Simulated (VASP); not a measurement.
Set up this calculation in VASP 6.6.1, as the native input.

- Task: single point
- Functional: r2SCAN
- Potentials or basis: VASP PAW PBE potentials, release 64 (K_sv, Zn, F)
- Cutoff: 520 eV
- k mesh: 6 × 6 × 6
- Occupations: gaussian, width 0.01 eV
- Spin: no spin polarisation
- Dipole correction: no
- Further INCAR settings: ALGO = Normal; EDIFF = 1e-07; NBANDS = 29

The system is KZnF3.

```
CELL_PARAMETERS angstrom
4.11253 0.00000 0.00000
0.00000 4.11253 0.00000
0.00000 0.00000 4.11253
ATOMIC_POSITIONS crystal
K 0.00000 0.00000 0.00000
Zn 0.50000 0.50000 0.50000
F 0.50000 0.50000 0.00000
F 0.00000 0.50000 0.50000
F 0.50000 0.00000 0.50000
```

This cell differs from its parent crystal: strain +1.6%.

These files were run (other wordings do the same):

POSCAR

```
KZnF3
1.0
    4.1125251740      0.0000000000      0.0000000000
    0.0000000000      4.1125251740      0.0000000000
    0.0000000000      0.0000000000      4.1125251740
K Zn F
1 1 3
Direct
    0.0000000000      0.0000000000      0.0000000000
    0.5000000000      0.5000000000      0.5000000000
    0.5000000000      0.5000000000      0.0000000000
    0.0000000000      0.5000000000      0.5000000000
    0.5000000000      0.0000000000      0.5000000000
```

INCAR.step1

```
SYSTEM = KZnF3
ALGO     = Normal         ! electronic algorithm
EDIFF    = 1E-4           ! SCF threshold, eV
ENCUT    = 520            ! plane-wave cutoff, eV
GGA      = PE             ! functional
ISMEAR   = 0              ! smearing method
LASPH    = .True.         ! aspherical terms in the spheres
LCHARG   = .False.        ! write CHGCAR
LREAL    = .False.        ! projectors in reciprocal space
LWAVE    = .True.         ! write WAVECAR
NBANDS   = 29             ! bands
NELM     = 100            ! most SCF steps
PREC     = Accurate       ! precision mode
SIGMA    = 0.01           ! smearing width, eV
```

INCAR.step2

```
SYSTEM = KZnF3
ALGO     = Normal         ! electronic algorithm
EDIFF    = 1E-7           ! SCF threshold, eV
ENCUT    = 520            ! plane-wave cutoff, eV
ISIF     = 2              ! what is computed and relaxed
ISMEAR   = 0              ! smearing method
ISTART   = 1            
LASPH    = .True.         ! aspherical terms in the spheres
LCHARG   = .False.        ! write CHGCAR
LMIXTAU  = .True.       
LREAL    = .False.        ! projectors in reciprocal space
LWAVE    = .False.        ! write WAVECAR
METAGGA  = R2SCAN         ! meta-GGA
NBANDS   = 29             ! bands
NELM     = 100            ! most SCF steps
PREC     = Accurate       ! precision mode
SIGMA    = 0.01           ! smearing width, eV
```

KPOINTS

```
k-points
0
Gamma
  6 6 6
  0 0 0
```

Potentials or basis: VASP PAW PBE potentials, release 64 (K_sv, Zn, F).

Command:

```bash
$ cat potpaw_PBE.64/K_sv/POTCAR potpaw_PBE.64/Zn/POTCAR potpaw_PBE.64/F/POTCAR > POTCAR
$ cp INCAR.step1 INCAR
$ mpirun -np 1 vasp_std > vasp.out
$ cp INCAR.step2 INCAR
$ mpirun -np 1 vasp_std > vasp.out
```

It gave:

| Quantity | Value |
| --- | --- |
| Pressure | -3.6 GPa |
| Band gap on the k mesh | 4.46 eV, indirect (least direct gap 6.17 eV) |

Caveat: the cell differs from its parent crystal (strain +1.6%); the PAW data sets were made with another functional, which shifts forces and pressure a little.

Wall time 51 s on 1 thread of Intel(R) Xeon(R) 6975P-C (Granite Rapids) (shared host), peak memory 0.21 GiB.
